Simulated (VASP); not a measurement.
A run of VASP 6.6.1 is set up as follows.

File INCAR:

```
SYSTEM = NaCl
  PREC = Accurate
  ENCUT = 520
  EDIFF = 1E-6
  ISMEAR = 0
  SIGMA = 0.01
  LREAL = .False.
  LASPH = .True.
  NELM = 60
  ALGO = Normal
  ISIF = 2
  LWAVE = .False.
  LCHARG = .False.
  NBANDS = 14
```

Contents of KPOINTS:

```
Automatic mesh
0
Gamma
  8 8 8
  0 0 0
```

Contents of POSCAR:

```
NaCl
1.0
    2.5595368221      2.5595368221      0.0000000000
   -2.5595368221      2.5595368221      0.0000000000
    0.0000000000      2.5595368221      2.5595368221
Na Cl
1 1
Direct
    0.0000000000      0.0000000000      0.0000000000
    0.5000000000      0.5000000000      0.0000000000
```

Potentials or basis: VASP PAW LDA potentials, release 64 (Na_pv, Cl).

The run is started by

```console
$ cat potpaw_LDA.64/Na_pv/POTCAR potpaw_LDA.64/Cl/POTCAR > POTCAR
$ mpirun -np 1 vasp_std > vasp.out
```

Problem. What does it give for the pressure?

Solution. 10.1 GPa.

Problem. Predict the band gap on the k mesh.

Solution. 6.07 eV, direct.
